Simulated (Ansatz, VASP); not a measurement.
# Two plane-wave programs on MgS

```xyz
16
Lattice="5.8491 0.0000 5.8491 5.8491 5.8491 0.0000 0.0000 5.8491 5.8491" Properties=species:S:1:pos:R:3 pbc="T T T"
Mg    6.1772    0.7190    5.8081
Mg    3.1800    3.1229    0.1825
Mg    3.0157    5.6596    8.6056
Mg    5.8401    8.8853    8.5552
Mg    5.4532    8.5121    3.0610
Mg    8.3661    5.4595    8.7091
Mg    8.8131    8.7589    5.9406
Mg    5.8463    5.6926    5.7082
S     4.3963    4.5212    4.4118
S     7.3733    7.3472    4.6236
S     7.2249    4.1353    7.1392
S     9.9455    7.0471    7.3612
S     4.2787    7.2329    7.2728
S     7.3119   10.2545    7.3993
S     7.5609    7.5489   10.1365
S    10.4771   10.3915   10.3161
```

Alike in both runs: task single point; functional PBE; k mesh 4 × 4 × 4; occupations fermi-dirac, width 0.2241 eV; no spin polarisation.

|  | VASP | Ansatz |
| --- | --- | --- |
| version | VASP 6.6.1 | Ansatz 0.2.0 |
| potentials or method | VASP PAW PBE potentials, release 64 (Mg, S), cutoff 520 eV | scalar-relativistic, plane waves, PAW |
| valence electrons in the cell | 64 | 128 |

|  | VASP | Ansatz | Ansatz less VASP |
| --- | --- | --- | --- |
| gap on the k mesh at the Fermi level (eV) | 2.23 | 2.24 | +0.009 |
| least direct gap on the mesh (eV) | 2.23 | 2.24 | +0.009 |
| pressure (GPa) | -3.0 | -2.9 | +0.13 |
| traceless stress, the component that is largest in VASP (GPa) | 0.59 | 0.59 | 0.000 |
| rms of the force components (eV/Å) | 0.772 | 0.772 | -0.0005 |

Atom by atom the forces differ by 0.003 eV/Å (rms over components). VASP's potentials hold 64 valence electrons a cell and Ansatz's 128, so a difference there can come from the potentials and not from the codes.
